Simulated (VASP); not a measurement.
# CdS in VASP: further runs, part 2 of 2

VASP 6.6.1.

**4. Electric field gradients, PBE (equal xx and yy strain of -1 %)**

INCAR reads:

```
SYSTEM = CdS
  PREC = Accurate
  ENCUT = 520
  EDIFF = 1E-8
  ISMEAR = -1
  SIGMA = 0.02
  LREAL = .False.
  LASPH = .True.
  NELM = 60
  ALGO = Normal
  ISIF = 2
  LWAVE = .False.
  LCHARG = .False.
  GGA = PE
  LEFG = .True.
  NBANDS = 16
```

KPOINTS reads:

```
regular mesh
0
Gamma
  7 7 7
  0 0 0
```

POSCAR reads:

```
CdS
1.0
    0.0000000000      2.9135239302      2.9429534649
    2.9135239302      0.0000000000      2.9429534649
    2.9135239302      2.9135239302      0.0000000000
Cd S
1 1
Direct
    0.0000000000      0.0000000000      0.0000000000
    0.7500000000      0.7500000000      0.7500000000
```

Potentials or basis: VASP PAW PBE potentials, release 64 (Cd, S).

Run with:

```
$ cat potpaw_PBE.64/Cd/POTCAR potpaw_PBE.64/S/POTCAR > POTCAR
$ mpirun -np 1 vasp_std > vasp.out
```

OUTCAR:

```text
SYSTEM = CdS
   PREC = Accurate
   ENCUT = 520
   EDIFF = 1E-8
   ISMEAR = -1
   LREAL = .False.
   LASPH = .True.
   NELM = 60
   ISIF = 2
   GGA = PE

 ion  position               nearest neighbor table
   1  0.000  0.000  0.000-   2 2.53   2 2.53   2 2.53   2 2.53
   2  0.750  0.750  0.750-   1 2.53   1 2.53   1 2.53   1 2.53

  LATTYP: Found a body centered tetragonal cell.
 ALAT       =     4.1203450564
 C/A-ratio  =     1.4284985479

  Lattice vectors:

 A1 = (  -2.9135239302,   0.0000000000,   2.9429534649)
 A2 = (   2.9135239302,   0.0000000000,   2.9429534649)
 A3 = (   0.0000000000,   2.9135239302,  -2.9429534649)

Analysis of symmetry for initial positions (statically):
=====================================================================
 Subroutine PRICEL returns:
 Original cell was already a primitive cell.

 Routine SETGRP: Setting up the symmetry group for a
 body centered tetragonal supercell.

 Subroutine GETGRP returns: Found  8 space group operations
 (whereof  8 operations were pure point group operations)
 out of a pool of 16 trial point group operations.

The static configuration has the point symmetry D_2d.

Analysis of symmetry for dynamics (positions and initial velocities):
=====================================================================
 Subroutine PRICEL returns:
 Original cell was already a primitive cell.

 Routine SETGRP: Setting up the symmetry group for a
 body centered tetragonal supercell.

 Subroutine GETGRP returns: Found  8 space group operations
 (whereof  8 operations were pure point group operations)
 out of a pool of 16 trial point group operations.

The dynamic configuration has the point symmetry D_2d.

 Subroutine INISYM returns: Found  8 space group operations
 (whereof  8 operations are pure point group operations),
 and found     1 'primitive' translations

----------------------------------------------------------------------------------------

                                     Primitive cell

  volume of cell :      49.9632

  direct lattice vectors                    reciprocal lattice vectors
     0.000000000  2.913523930  2.942953465    -0.171613487  0.171613487  0.169897352
     2.913523930  0.000000000  2.942953465     0.171613487 -0.171613487  0.169897352
     2.913523930  2.913523930  0.000000000     0.171613487  0.171613487 -0.169897352

  length of vectors
     4.141207166  4.141207166  4.120345056     0.296255781  0.296255781  0.296255781

  position of ions in fractional coordinates (direct lattice)
     0.000000000  0.000000000  0.000000000
     0.750000000  0.750000000  0.750000000

  ion indices of the primitive-cell ions
   primitive index   ion index
                 1           1
                 2           2

----------------------------------------------------------------------------------------

 KPOINTS: regular mesh

Automatic generation of k-mesh.
 Grid dimensions read from file:
 generate k-points for:    7    7    7
[... 60 lines left out ...]
   LSORBIT =      F    spin-orbit coupling
   LASPH  =      T    aspherical Exc in radial PAW
   ENCUT  =  520.0 eV  38.22 Ry    6.18 a.u.   7.70  7.70  7.66*2*pi/ulx,y,z
   NELM   =     60;   NELMIN=  2; NELMDL= -5     # of ELM steps
   EDIFF  = 0.1E-07   stopping-criterion for ELM
   LREAL  =      F    real-space projection
   EDIFFG = 0.1E-06   stopping-criterion for IOM
   NSW    =      0    number of steps for IOM
   IBRION =     -1    ionic relax: 0-MD 1-quasi-New 2-CG
   NFREE  =      0    steps in history (QN), initial steepest desc. (CG)
   ISIF   =      2    stress and relaxation
   ISYM   =      2    0-nonsym 1-usesym 2-fastsym
   POTIM  = 0.5000    time-step for ionic-motion
   TEBEG  =    0.0;   TEEND  =   0.0 temperature during run
   PSTRESS=    0.0 pullay stress
   NELECT =      18.0000    total number of electrons
   NUPDOWN=      -1.0000    fix difference up-down
   EMIN   =  10.00;   EMAX   =-10.00  energy-range for DOS
   EFERMI =   0.00;   METHOD = LEGACY
   ISMEAR =    -1;   SIGMA  =   0.02  broadening in eV -4-tet -1-fermi 0-gaus
   EFERMI_NEDOS =   21; number of points for ismear=-14 and -15
   IALGO  =     38    algorithm
   IMIX   =      4    mixing-type and parameters
     AMIX     =   0.40;   BMIX     =  1.00
     AMIX_MAG =   1.60;   BMIX_MAG =  1.00
  volume/ion in A,a.u.               =      24.98       168.58
  Fermi-wavevector in a.u.,A,eV,Ry     =   1.164883  2.201309 18.462444  1.356951
  Thomas-Fermi vector in A             =   2.301415
   LORBIT       =      0    0 simple, 1 ext, 2 COOP (PROOUT), +10 PAW based schemes
   GGA     = PE    functional components
[... 5 lines left out ...]
 non-spin polarized calculation
  energy-cutoff  :      520.00
  volume of cell :       49.96
 maximum number of plane-waves:      1363
   NGX = 15   NGY = 15   NGZ = 15

 number of electron      18.0000005 magnetization

 Free energy of the ion-electron system (eV)
  ---------------------------------------------------
  ext. energy  EPLUGINS =         0.00000000
  ---------------------------------------------------
  free energy    TOTEN  =        -6.12707566 eV

  energy without entropy =       -6.12707566  energy(sigma->0) =       -6.12707566

 E-fermi :   1.7235     XC(G=0):  -9.1168

 val. band max:        1.2650676460   @ k =   0.0000   0.0000   0.0000
 cond. band min:       2.3889537049   @ k =   0.0000   0.0000   0.0000
 fundamental gap:      1.1238860589
 Fermi energy:         1.7234589473

 k-point     1 :       0.0000    0.0000    0.0000
  band No.  band energies     occupation
      1     -11.0717      2.00000
      2      -6.4522      2.00000
      3      -6.4461      2.00000
      4      -6.4461      2.00000
      5      -5.9799      2.00000
      6      -5.9760      2.00000
[... 433 lines left out ...]
      3      -6.2401      2.00000
      4      -6.0236      2.00000
      5      -5.9502      2.00000
      6      -5.5405      2.00000
[... 8 lines left out ...]
     15      13.5160      0.00000
     16      14.6515      0.00000

 [... further k-points ...]
[... 5 lines left out ...]
  --------------------------------------------------------------------------------------
  -------------------------------------------------------------------------------------
  Total        0.8729837      0.8729837      0.8192838      0.0000000      0.0000000      0.0000000
  in kB       27.9940751     27.9940751     26.2720769      0.0000000      0.0000000      0.0000000
  external PRESSURE =      27.4200757 kB  Pullay stress =       0.0000000 kB

 VOLUME and BASIS-vectors are now :
 -----------------------------------------------------------------------------
  energy-cutoff  :      520.00
  volume of cell :       49.96
      direct lattice vectors                 reciprocal lattice vectors
     0.000000000  2.913523930  2.942953465    -0.171613487  0.171613487  0.169897352
     2.913523930  0.000000000  2.942953465     0.171613487 -0.171613487  0.169897352
     2.913523930  2.913523930  0.000000000     0.171613487  0.171613487 -0.169897352

 POSITION                                       TOTAL-FORCE (eV/Angst)
 -----------------------------------------------------------------------------------
      0.00000      0.00000      0.00000         0.000000      0.000000      0.000000
      4.37029      4.37029      4.41443        -0.000000     -0.000000     -0.000000
 -----------------------------------------------------------------------------------
    total drift:                                0.000000      0.000000      0.000000

  FREE ENERGIE OF THE ION-ELECTRON SYSTEM (eV)
  ---------------------------------------------------
  free  energy   TOTEN  =        -6.1270756603 eV

  energy  without entropy=       -6.1270756603  energy(sigma->0) =       -6.12707566

 Electric field gradients (V/A^2)
---------------------------------------------------------------------
 ion       V_xx      V_yy      V_zz      V_xy      V_xz      V_yz
---------------------------------------------------------------------
   1       1.559     1.559    -3.119     0.002     0.002     0.002
   2      -0.972    -0.972     1.943    -0.000    -0.000    -0.000
---------------------------------------------------------------------

 Electric field gradients after diagonalization (V/A^2)
 (convention: |V_zz| > |V_xx| > |V_yy|)
----------------------------------------------------------------------
 ion       V_xx      V_yy      V_zz     asymmetry (V_yy - V_xx)/ V_zz
----------------------------------------------------------------------
   1       1.562     1.557    -3.119       0.001
   2      -0.972    -0.972     1.943       0.000
----------------------------------------------------------------------

           NMR quadrupolar parameters

 Cq : quadrupolar parameter    Cq=e*Q*V_zz/h
 eta: asymmetry parameters     (V_yy - V_xx)/ V_zz
 Q  : nuclear electric quadrupole moment in mb (millibarn)
----------------------------------------------------------------------
 ion       Cq(MHz)       eta       Q (mb)
----------------------------------------------------------------------
   1      -0.008       0.001       1.000
   2       0.005       0.000       1.000
----------------------------------------------------------------------
```

stdout:

```text
POSCAR found type information on POSCAR CdS
 POSCAR found :  2 types and       2 ions
 scaLAPACK will be used
 LDA part: xc-table for (Slater+PW92), standard interpolation
 POSCAR, INCAR and KPOINTS ok, starting setup
 FFT: planning ... GRIDC
 FFT: planning ... GRID_SOFT
 FFT: planning ... GRID
 WAVECAR not read
 entering main loop
ion   1

ion   2
```

Wall time 20 s (1 thread of Intel Xeon 6975P-C (Granite Rapids), shared host); peak memory 0.18 GiB.

Results:

```
Free energy            : -6.1271 eV
Pressure               : 2.7 GPa
Band gap on the k mesh : 1.12 eV, direct
```

Stress tensor (GPa, compression positive):
```
2.80 0.00 0.00
0.00 2.80 0.00
0.00 0.00 2.63
```

Levels at points of the mesh, in eV from the valence-band top:
| k point | band 7 | band 8 | band 9 | band 10 | band 11 | band 12 |
| --- | --- | --- | --- | --- | --- | --- |
| (0.00, 0.00, 0.00) | -0.03 | 0.00 | 0.00 | 1.12 | 6.54 | 6.54 |

Electric field gradients, principal values (V/Å²):
```tsv
atom	least	middle	greatest (by size)
1 Cd	1.557	1.562	-3.119
2 S	-0.972	-0.972	1.943
```

Caveat: the cell differs from its parent crystal (equal xx and yy strain of -1 %); without QUAD_EFG the Cq values of the log hold for a quadrupole moment of 1 mb, not for the nuclei.

**5. Electric field gradients, PBE (equal xx and yy strain of -1 %)**

INCAR reads:

```
PREC = Accurate ; ENCUT = 520
EDIFF = 1E-8 ; ISMEAR = -1
SIGMA = 0.02 ; LREAL = F
LASPH = T ; NELM = 80
ALGO = Normal ; ISIF = 2
LWAVE = F ; LCHARG = F
GGA = PE ; LEFG = T
NBANDS = 16
```

KPOINTS reads:

```
regular mesh
0
Gamma
  7 7 7
```

POSCAR is that of step 4.

Potentials or basis: VASP PAW PBE potentials, release 64 (Cd, S).

Run with:

```
$ cat potpaw_PBE.64/Cd/POTCAR potpaw_PBE.64/S/POTCAR > POTCAR
$ mpirun -np 1 vasp_std > vasp.out
```

OUTCAR:

```text
PREC = Accurate
   ENCUT = 520
   EDIFF = 1E-8
   ISMEAR = -1
   LREAL = F
   LASPH = T
   NELM = 80
   ISIF = 2
   GGA = PE

 ion  position               nearest neighbor table
   1  0.000  0.000  0.000-   2 2.53   2 2.53   2 2.53   2 2.53
   2  0.750  0.750  0.750-   1 2.53   1 2.53   1 2.53   1 2.53

  LATTYP: Found a body centered tetragonal cell.
 ALAT       =     4.1203450564
 C/A-ratio  =     1.4284985479

  Lattice vectors:

 A1 = (  -2.9135239302,   0.0000000000,   2.9429534649)
 A2 = (   2.9135239302,   0.0000000000,   2.9429534649)
 A3 = (   0.0000000000,   2.9135239302,  -2.9429534649)
[... 667 lines left out ...]
  free  energy   TOTEN  =        -6.1270756603 eV

  energy  without entropy=       -6.1270756603  energy(sigma->0) =       -6.12707566

 Electric field gradients (V/A^2)
---------------------------------------------------------------------
 ion       V_xx      V_yy      V_zz      V_xy      V_xz      V_yz
---------------------------------------------------------------------
   1       1.559     1.559    -3.119     0.002     0.002     0.002
   2      -0.972    -0.972     1.943    -0.000    -0.000    -0.000
---------------------------------------------------------------------

 Electric field gradients after diagonalization (V/A^2)
 (convention: |V_zz| > |V_xx| > |V_yy|)
----------------------------------------------------------------------
 ion       V_xx      V_yy      V_zz     asymmetry (V_yy - V_xx)/ V_zz
----------------------------------------------------------------------
   1       1.562     1.557    -3.119       0.001
   2      -0.972    -0.972     1.943       0.000
----------------------------------------------------------------------

           NMR quadrupolar parameters

 Cq : quadrupolar parameter    Cq=e*Q*V_zz/h
 eta: asymmetry parameters     (V_yy - V_xx)/ V_zz
 Q  : nuclear electric quadrupole moment in mb (millibarn)
----------------------------------------------------------------------
 ion       Cq(MHz)       eta       Q (mb)
----------------------------------------------------------------------
   1      -0.008       0.001       1.000
   2       0.005       0.000       1.000
----------------------------------------------------------------------
```

Wall time 18 s (1 thread of Intel Xeon 6975P-C (Granite Rapids), shared host); peak memory 0.18 GiB.

What came out:

| Item | Value |
| --- | --- |
| Free energy | -6.1271 eV |
| Pressure | 2.7 GPa |
| Band gap on the k mesh | 1.12 eV, direct |

Electric field gradients, principal values (V/Å²):
```
atom   least  middle  greatest (by size)
1 Cd   1.557   1.562              -3.119
 2 S  -0.972  -0.972               1.943
```

Caveat: the cell differs from its parent crystal (equal xx and yy strain of -1 %); without QUAD_EFG the Cq values of the log hold for a quadrupole moment of 1 mb, not for the nuclei.
